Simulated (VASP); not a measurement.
**Ga: single point with r2SCAN**

Ga:

```
Ga
1.0
     1.61312   -4.52231    0.00000
     1.61312    4.52231    0.00000
     0.00000    0.00000    3.17000
Ga
2
Direct
  0.86700 0.13300 0.25000
  0.13300 0.86700 0.75000
```

This cell differs from its parent crystal: strain +0.1125 x Voigt [1, 1, 0, 0, 0, 0].

```json
{
  "Program": "VASP 6.6.1",
  "Task": "single point",
  "Functional": "r2SCAN",
  "Potentials or basis": "VASP PAW PBE potentials, release 64 (Ga_d)",
  "Cutoff": "520 eV",
  "k mesh": "18 × 18 × 16",
  "Occupations": "gaussian, width 0.15 eV",
  "Spin": "no spin polarisation"
}
```

```yaml
Pressure: -7.4 GPa
Largest_force: 0.173 eV/Å
Band_gap_on_the_k_mesh: zero (bands 13 and 14 overlap by 7.69 eV)
```

Forces in eV/Å, atoms in the order of the input:
```
Ga   0.000  0.173  0.000
Ga   0.000 -0.173  0.000
```

Stress tensor (GPa, compression positive):
```
-7.81  0.00  0.00
 0.00 -7.75  0.00
 0.00  0.00 -6.52
```

Levels at points of the mesh, in eV from the Fermi level:
| k point | band 9 | band 10 | band 11 | band 12 | band 13 | band 14 | band 15 | band 16 | band 17 | band 18 |
| --- | --- | --- | --- | --- | --- | --- | --- | --- | --- | --- |
| (0.00, 0.00, 0.00) | -15.24 | -15.14 | -10.27 | -2.57 | -2.29 | 4.63 | 5.91 | 6.76 | 8.27 | 8.69 |
| (0.50, 0.00, 0.00) | -15.20 | -15.17 | -6.93 | -5.16 | -1.80 | -0.97 | 5.18 | 7.12 | 7.43 | 9.73 |
| (0.50, 0.50, 0.00) | -15.22 | -15.18 | -8.59 | -8.00 | 4.27 | 6.36 | 6.44 | 6.44 | 7.02 | 8.00 |
| (0.00, 0.00, 0.50) | -15.21 | -15.21 | -6.31 | -6.31 | 1.65 | 1.65 | 2.04 | 2.04 | 8.51 | 8.51 |
| (0.50, 0.00, 0.50) | -15.18 | -15.18 | -3.10 | -3.10 | -1.14 | -1.14 | 1.77 | 1.77 | 4.02 | 4.02 |
| (0.50, 0.50, 0.50) | -15.18 | -15.18 | -5.00 | -5.00 | -3.32 | -3.32 | 8.02 | 8.02 | 9.31 | 9.31 |

Run time: 75 min on 1 thread of Oxide Virtual Turin-like Processor, with other jobs on the host, peak memory 0.63 GiB.

Caveat: the cell differs from its parent crystal (strain +0.1125 x Voigt [1, 1, 0, 0, 0, 0]); the cell stands under tension; the PAW data sets were made with another functional, which shifts forces and pressure a little.
